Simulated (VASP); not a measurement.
# KI (I4/mmm) in VASP: further runs

Runs on KI. Level: PBEsol. Tasks: single point.

Everything below comes from runs of VASP 6.6.1. Logs are shortened: lines on timing, memory, paths and dates and some standing lists are left out, and cuts for length are marked.

### Step 1. The cell of the first run

It takes space group I4/mmm (No. 139, tetragonal). The conventional cell has a = 4.984 Å, b = 4.984 Å, c = 6.908 Å, α = 90.00°, β = 90.00°, γ = 90.00°. K (site symmetry 4/mmm) has 6 I at 3.45 to 3.52 Å within 4.5 Å. I (site symmetry 4/mmm) has 6 K at 3.45 to 3.52 Å within 4.5 Å.

### Step 2. Single point, PBEsol (strain -0.0200 x Voigt [0, 0, 1, 0, 0, 0])

The input, INCAR:

```
SYSTEM = KI
PREC = Accurate ; ENCUT = 520
EDIFF = 1E-7 ; ISMEAR = 0
SIGMA = 0.05 ; LREAL = .False.
LASPH = .True. ; NELM = 100
ALGO = Normal ; ISIF = 2
LWAVE = .False. ; LCHARG = .False.
GGA = PS ; NBANDS = 15
```

The input, KPOINTS:

```
Automatic mesh
0
Gamma
  6 6 6
  0 0 0
```

The input, POSCAR:

```
KI
1.0
    0.0000000000      3.5245500000      3.4540590000
    3.5245500000      0.0000000000      3.4540590000
    3.5245500000      3.5245500000      0.0000000000
K I
1 1
Direct
    0.0000000000      0.0000000000      0.0000000000
    0.5000000000      0.5000000000      0.5000000000
```

Potentials or basis: VASP PAW PBE potentials, release 64 (K_sv, I).

Started as:

```sh
> cat potpaw_PBE.64/K_sv/POTCAR potpaw_PBE.64/I/POTCAR > POTCAR
> mpirun -np 1 vasp_std > vasp.out
```

OUTCAR:

```text
SYSTEM = KI
   PREC = Accurate
   ENCUT = 520
   EDIFF = 1E-7
   ISMEAR = 0
   LREAL = .False.
   LASPH = .True.
   NELM = 100
   ISIF = 2
   GGA = PS

 ion  position               nearest neighbor table
   1  0.000  0.000  0.000-   2 3.45   2 3.45   2 3.52   2 3.52   2 3.52   2 3.52
   2  0.500  0.500  0.500-   1 3.45   1 3.45   1 3.52   1 3.52   1 3.52   1 3.52

  LATTYP: Found a body centered tetragonal cell.
 ALAT       =     4.9844664113
 C/A-ratio  =     1.3859292911

  Lattice vectors:

 A1 = (   0.0000000000,  -3.5245500000,  -3.4540590000)
 A2 = (   0.0000000000,   3.5245500000,  -3.4540590000)
 A3 = (   3.5245500000,   0.0000000000,   3.4540590000)

Analysis of symmetry for initial positions (statically):
=====================================================================
 Subroutine PRICEL returns:
 Original cell was already a primitive cell.

 Routine SETGRP: Setting up the symmetry group for a
 body centered tetragonal supercell.

 Subroutine GETGRP returns: Found 16 space group operations
 (whereof 16 operations were pure point group operations)
 out of a pool of 16 trial point group operations.

The static configuration has the point symmetry D_4h.

Analysis of symmetry for dynamics (positions and initial velocities):
=====================================================================
 Subroutine PRICEL returns:
 Original cell was already a primitive cell.

 Routine SETGRP: Setting up the symmetry group for a
 body centered tetragonal supercell.

 Subroutine GETGRP returns: Found 16 space group operations
 (whereof 16 operations were pure point group operations)
 out of a pool of 16 trial point group operations.

The dynamic configuration has the point symmetry D_4h.

 Subroutine INISYM returns: Found 16 space group operations
 (whereof 16 operations are pure point group operations),
 and found     1 'primitive' translations

----------------------------------------------------------------------------------------

                                     Primitive cell

  volume of cell :      85.8158

  direct lattice vectors                    reciprocal lattice vectors
     0.000000000  3.524550000  3.454059000    -0.141862082  0.141862082  0.144757226
     3.524550000  0.000000000  3.454059000     0.141862082 -0.141862082  0.144757226
     3.524550000  3.524550000  0.000000000     0.141862082  0.141862082 -0.144757226

  length of vectors
     4.934873481  4.934873481  4.984466411     0.247395139  0.247395139  0.247395139

  position of ions in fractional coordinates (direct lattice)
     0.000000000  0.000000000  0.000000000
     0.500000000  0.500000000  0.500000000
[... 85 lines left out ...]
   POTIM  = 0.5000    time-step for ionic-motion
   TEBEG  =    0.0;   TEEND  =   0.0 temperature during run
   PSTRESS=    0.0 pullay stress
   NELECT =      16.0000    total number of electrons
   NUPDOWN=      -1.0000    fix difference up-down
   EMIN   =  10.00;   EMAX   =-10.00  energy-range for DOS
   EFERMI =   0.00;   METHOD = LEGACY
   ISMEAR =     0;   SIGMA  =   0.05  broadening in eV -4-tet -1-fermi 0-gaus
   EFERMI_NEDOS =   21; number of points for ismear=-14 and -15
   IALGO  =     38    algorithm
   IMIX   =      4    mixing-type and parameters
     AMIX     =   0.40;   BMIX     =  1.00
     AMIX_MAG =   1.60;   BMIX_MAG =  1.00
  volume/ion in A,a.u.               =      42.91       289.56
  Fermi-wavevector in a.u.,A,eV,Ry     =   0.935246  1.767358 11.900809  0.874685
  Thomas-Fermi vector in A             =   2.062134
   LORBIT       =      0    0 simple, 1 ext, 2 COOP (PROOUT), +10 PAW based schemes
   GGA     = PS    functional components
   LHFCALC =     F    Hartree Fock is set to
   AEXX    =    0.0000 exact exchange contribution
   IVDW    =     0    specifies the selected vdW correction
   LEPSILON=     F    determine dielectric tensor
   LRPA    =     F    only Hartree local field effects (RPA)
 non-spin polarized calculation
 Gauss-broadening in eV      SIGMA  =   0.05
  energy-cutoff  :      520.00
  volume of cell :       85.82
 maximum number of plane-waves:      2341
 NGX is ok and might be reduce to    40
   NGX = 19   NGY = 19   NGZ = 19

 number of electron      15.9999999 magnetization

 Free energy of the ion-electron system (eV)
  ---------------------------------------------------
  ext. energy  EPLUGINS =         0.00000000
  ---------------------------------------------------
  free energy    TOTEN  =        -5.81388222 eV

  energy without entropy =       -5.81388222  energy(sigma->0) =       -5.81388222

 E-fermi :  -0.0385     XC(G=0):  -7.4524

 val. band max:       -0.3616684132   @ k =   0.0000   0.0000   0.0000
 cond. band min:       3.5053742748   @ k =   0.0000   0.0000   0.0000
 fundamental gap:      3.8670426879
 Fermi energy:        -0.0384869001

 k-point     1 :       0.0000    0.0000    0.0000
  band No.  band energies     occupation
      1     -28.6452      2.00000
      2     -12.2039      2.00000
      3     -12.2009      2.00000
      4     -12.2009      2.00000
      5     -10.9465      2.00000
      6      -0.3685      2.00000
      7      -0.3685      2.00000
      8      -0.3617      2.00000
      9       3.5054      0.00000
     10       6.0049      0.00000
     11       6.0049      0.00000
     12       6.1322      0.00000
     13       6.7639      0.00000
     14       6.8503      0.00000
[... 401 lines left out ...]
      2     -12.2789      2.00000
      3     -12.2326      2.00000
      4     -12.2180      2.00000
      5     -10.7436      2.00000
      6      -1.4019      2.00000
      7      -0.9208      2.00000
      8      -0.7405      2.00000
      9       4.8358      0.00000
     10       5.8484      0.00000
     11       7.3276      0.00000
     12       7.8266      0.00000
     13       8.5498      0.00000
     14       8.9964      0.00000
     15       9.4683      0.00000

 [... further k-points ...]
[... 5 lines left out ...]
  --------------------------------------------------------------------------------------
  -------------------------------------------------------------------------------------
  Total       -0.0572953     -0.0572953      0.2467585      0.0000000     -0.0000000     -0.0000000
  in kB       -1.0697012     -1.0697012      4.6069727      0.0000000     -0.0000000     -0.0000000
  external PRESSURE =       0.8225234 kB  Pullay stress =       0.0000000 kB

 VOLUME and BASIS-vectors are now :
 -----------------------------------------------------------------------------
  energy-cutoff  :      520.00
  volume of cell :       85.82
      direct lattice vectors                 reciprocal lattice vectors
     0.000000000  3.524550000  3.454059000    -0.141862082  0.141862082  0.144757226
     3.524550000  0.000000000  3.454059000     0.141862082 -0.141862082  0.144757226
     3.524550000  3.524550000  0.000000000     0.141862082  0.141862082 -0.144757226

 POSITION                                       TOTAL-FORCE (eV/Angst)
 -----------------------------------------------------------------------------------
      0.00000      0.00000      0.00000         0.000000      0.000000     -0.000000
      3.52455      3.52455      3.45406         0.000000      0.000000      0.000000
 -----------------------------------------------------------------------------------
    total drift:                                0.000000     -0.000000     -0.000000

  FREE ENERGIE OF THE ION-ELECTRON SYSTEM (eV)
  ---------------------------------------------------
  free  energy   TOTEN  =        -5.8138822187 eV

  energy  without entropy=       -5.8138822187  energy(sigma->0) =       -5.81388222
```

Run time: 49 s. Hardware: 1 thread of Intel Xeon Platinum 8488C (Sapphire Rapids), shared host; peak memory 0.24 GiB.

Results:

| Item | Value |
| --- | --- |
| Free energy | -5.8139 eV |
| Pressure | 0.1 GPa |
| Band gap on the k mesh | 3.87 eV, direct |

Levels at points of the mesh, in eV from the valence-band top:
```tsv
k point	band 6	band 7	band 8	band 9	band 10	band 11
(0.00, 0.00, 0.00)	-0.01	-0.01	0.00	3.87	6.37	6.37
(0.50, 0.00, 0.00)	-1.42	-0.38	-0.37	5.40	7.68	8.04
(0.50, 0.50, 0.00)	-1.05	-0.42	-0.42	4.76	5.73	8.13
(0.50, 0.00, 0.50)	-1.08	-0.39	-0.37	4.78	5.73	8.08
```

Caveat: the cell differs from its parent crystal (strain -0.0200 x Voigt [0, 0, 1, 0, 0, 0]); the PAW data sets were made with another functional, which shifts forces and pressure a little; spin-orbit coupling is left out, which moves the levels of the heavy elements.

### Step 3. Single point, PBEsol (strain -0.0100 x Voigt [0, 0, 1, 0, 0, 0])

The input, INCAR:

```
SYSTEM = KI
PREC = Accurate
ENCUT = 520
EDIFF = 1E-6
ISMEAR = 0
SIGMA = 0.05
LREAL = .False.
LASPH = .True.
NELM = 60
ALGO = Normal
ISIF = 2
LWAVE = .False.
LCHARG = .True.
GGA = PS
LELF = .True.
LVHAR = .True.
NBANDS = 15
```

The input, KPOINTS:

```
regular mesh
0
Gamma
  6 6 6
  0 0 0
```

The input, POSCAR:

```
KI
1.0
    0.0000000000      3.5245500000      3.4893045000
    3.5245500000      0.0000000000      3.4893045000
    3.5245500000      3.5245500000      0.0000000000
K I
1 1
Direct
    0.0000000000      0.0000000000      0.0000000000
    0.5000000000      0.5000000000      0.5000000000
```

Potentials or basis: VASP PAW PBE potentials, release 64 (K_sv, I).

Started as:

```sh
> cat potpaw_PBE.64/K_sv/POTCAR potpaw_PBE.64/I/POTCAR > POTCAR
> mpirun -np 1 vasp_std > vasp.out
```

Run time: 49 s. Hardware: 1 thread of Intel Xeon Platinum 8488C (Sapphire Rapids), shared host; peak memory 0.25 GiB.

It converged, with:

```yaml
Free_energy: -5.8155 eV
Pressure: 0.0 GPa
Band_gap_on_the_k_mesh: 3.85 eV, direct
```

Stress tensor (GPa, compression positive):
```
-0.14  0.00  0.00
 0.00 -0.14  0.00
 0.00  0.00  0.13
```

Levels at points of the mesh, in eV from the valence-band top:
```tsv
k point	band 4	band 5	band 6	band 7	band 8	band 9	band 10	band 11	band 12	band 13
(0.00, 0.00, 0.00)	-11.85	-10.57	0.00	0.00	0.00	3.85	6.40	6.40	6.46	7.15
(0.50, 0.00, 0.00)	-11.86	-10.25	-1.39	-0.36	-0.36	5.40	7.65	8.06	8.14	8.69
(0.50, 0.50, 0.00)	-11.87	-10.41	-1.04	-0.40	-0.40	4.79	5.71	8.10	8.73	8.76
(0.50, 0.00, 0.50)	-11.87	-10.41	-1.05	-0.39	-0.37	4.80	5.71	8.08	8.72	8.73
```

Caveat: the cell differs from its parent crystal (strain -0.0100 x Voigt [0, 0, 1, 0, 0, 0]); the PAW data sets were made with another functional, which shifts forces and pressure a little; spin-orbit coupling is left out, which moves the levels of the heavy elements.
